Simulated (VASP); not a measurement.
The system is TiO2.

```
Ti O
1.0
    -1.88890    1.88890    4.79172
     1.88890   -1.88890    4.79172
     1.88890    1.88890   -4.79172
Ti O
2 4
Direct
  0.75000 0.25000 0.50000
  0.00000 0.00000 0.00000
  0.54271 0.04271 0.50000
  0.79271 0.79271 0.00000
  0.20729 0.20729 0.00000
  0.95729 0.45729 0.50000
```

Base run:

| Quantity | Value |
| --- | --- |
| Program | VASP 6.6.1 |
| Functional | PBE |
| Potentials or basis | VASP PAW PBE potentials, release 64 (Ti_sv, O) |
| Cutoff | 520 eV |
| k mesh | 10 × 10 × 10 |
| Occupations | gaussian, width 0.01 eV |
| Spin | no spin polarisation |

Its results: band gap on the k mesh 2.14 eV (least direct gap 2.45 eV); pressure 5.4 GPa; largest force 0.107 eV/Å.

The run is repeated on the same cell with these changes: functional from PBE to r2SCAN; further incar settings from ALGO = Normal; EDIFF = 1e-07; NBANDS = 33 to ALGO = Normal; EDIFF = 1e-06; NBANDS = 33. What comes out?

Band gap on the k mesh 2.56 eV (least direct gap 2.89 eV); pressure 1.2 GPa; largest force 0.026 eV/Å.

Caveats: the cell stands under pressure (at least some runs); the PAW data sets were made with another functional, which shifts forces and pressure a little (at least some runs).

A k mesh can miss the band edges.
